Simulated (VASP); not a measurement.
The system is WC.

```
CELL_PARAMETERS angstrom
1.64035 -2.11804 0.00000
1.64035 2.11804 0.00000
0.00000 0.00000 4.30942
ATOMIC_POSITIONS crystal
W 0.50000 0.50000 0.50000
C 0.00000 0.00000 0.00000
```

* Program: VASP 6.6.1
* Task: relaxation of cell and atoms
* Functional: PBEsol
* Potentials or basis: VASP PAW PBE potentials, release 64 (W_sv, C)
* Cutoff: 600 eV
* k mesh: 10 × 10 × 6
* Occupations: fermi-dirac, width 0.05 eV
* Spin: no spin polarisation

At the start: pressure -37.6 GPa; volume 14.97 Å³/atom.

**Question.** Where does the relaxation end?

**Answer.** Over 20 steps the energy falls by 2106.5 meV/atom and the volume is 11.34 Å³/atom (-24.3 %); space group Cmmm (No. 65, to 0.1 Å) before and after.

Step by step:
| step | energy change (eV) | largest force (eV/Å) | pressure (GPa) | volume (Å³) |
| --- | --- | --- | --- | --- |
| 1 | 0.0000 | 0.0000 | -37.59 | 29.94 |
| 2 | -1.6518 | 0.0000 | 146.74 | 16.78 |
| 3 | -2.6379 | 0.0000 | 26.22 | 20.29 |
| 4 | -2.5910 | 0.0000 | 131.07 | 17.78 |
| 5 | -3.4811 | 0.0000 | 56.48 | 19.13 |
| 6 | -3.9908 | 0.0000 | -24.74 | 24.14 |
| 7 | -4.1322 | 0.0000 | -5.98 | 22.30 |
| 8 | -4.1907 | 0.0000 | 2.32 | 22.19 |
| 9 | -4.1768 | 0.0000 | 9.32 | 22.11 |
| 10 | -4.1923 | 0.0000 | 3.91 | 22.17 |
| 11 | -4.2093 | 0.0000 | 0.90 | 22.60 |
| 12 | -4.2110 | 0.0000 | -0.37 | 22.81 |
| 13 | -4.2127 | 0.0000 | -0.02 | 22.74 |
| 14 | -4.2130 | 0.0000 | 0.13 | 22.71 |
| 15 | -4.2130 | 0.0000 | 0.21 | 22.70 |
| 16 | -4.2130 | 0.0000 | 0.21 | 22.70 |
| 17 | -4.2130 | 0.0000 | -0.49 | 22.73 |
| 18 | -4.2130 | 0.0000 | -0.23 | 22.72 |
| 19 | -4.2131 | 0.0000 | -0.10 | 22.69 |
| 20 | -4.2131 | 0.0000 | 0.06 | 22.68 |

Final structure:
```
W C
1.0
     1.47101   -2.56696    0.00000
     1.47101    2.56696    0.00000
     0.00000    0.00000    3.00277
W C
1 1
Direct
  0.50000 0.50000 0.50000
  0.00000 0.00000 0.00000
```

Caveat: the volume moved by over 15 % at a fixed basis, so the end points are rough; the PAW data sets were made with another functional, which shifts forces and pressure a little.
